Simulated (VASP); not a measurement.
Wanted: the native input for a VASP 6.6.1 run.

```
Task                   : single point
Functional             : PBE
Potentials or basis    : VASP PAW PBE potentials, release 64 (Mg, O)
Cutoff                 : 520 eV
k mesh                 : 6 × 6 × 4
Occupations            : gaussian, width 0.1 eV
Spin                   : collinear spin, ferromagnetic start
Starting moments       : [0.0, 0.0, 1.0, 1.0] μB
Dipole correction      : no
Further INCAR settings : ALGO = Normal; EDIFF = 1e-06; NBANDS = 20
```

The structure of MgO lies in POSCAR:

```
MgO
1.0
    3.8164736400      0.0000000000      0.0000000000
   -1.9082368200      3.3051631300      0.0000000000
    0.0000000000      0.0000000000      4.3952681500
Mg O
2 2
Direct
    0.0000000000      0.0000000000      0.5000000000
    0.0000000000      0.0000000000      0.0000000000
    0.3333333300      0.6666666700      0.0000000000
    0.6666666700      0.3333333300      0.0000000000
```

The cell was generated, and may not be a known phase.

The input as run:

INCAR

```
SYSTEM = MgO
ALGO = Normal
EDIFF = 1E-6
ENCUT = 520
GGA = PE
ISIF = 2
ISMEAR = 0
ISPIN = 2
LASPH = .True.
LCHARG = .False.
LORBIT = 11
LREAL = .False.
LWAVE = .False.
MAGMOM = 0 0 1 1
NBANDS = 20
NELM = 150
PREC = Accurate
SIGMA = 0.1
```

KPOINTS

```
k-points
0
Gamma
  6 6 4
  0 0 0
```

Potentials or basis: VASP PAW PBE potentials, release 64 (Mg, O).

Command:

```bash
$ cat potpaw_PBE.64/Mg/POTCAR potpaw_PBE.64/O/POTCAR > POTCAR
$ mpirun -np 1 vasp_std > vasp.out
```

It gave:

- Pressure: 10.0 GPa
- Band gap on the k mesh: zero (filled and empty bands overlap)
- Net moment: 0.00 μB per cell
- Valence electrons inside the program's atomic spheres: Mg 0.37, 0.44; O 4.84

Caveat: the stress differs along the axes, from -5 to 41 GPa.

It took 34 s on 1 thread of AMD EPYC 9R45 96-Core Processor (Zen 5) (shared host), peak memory 0.17 GiB.
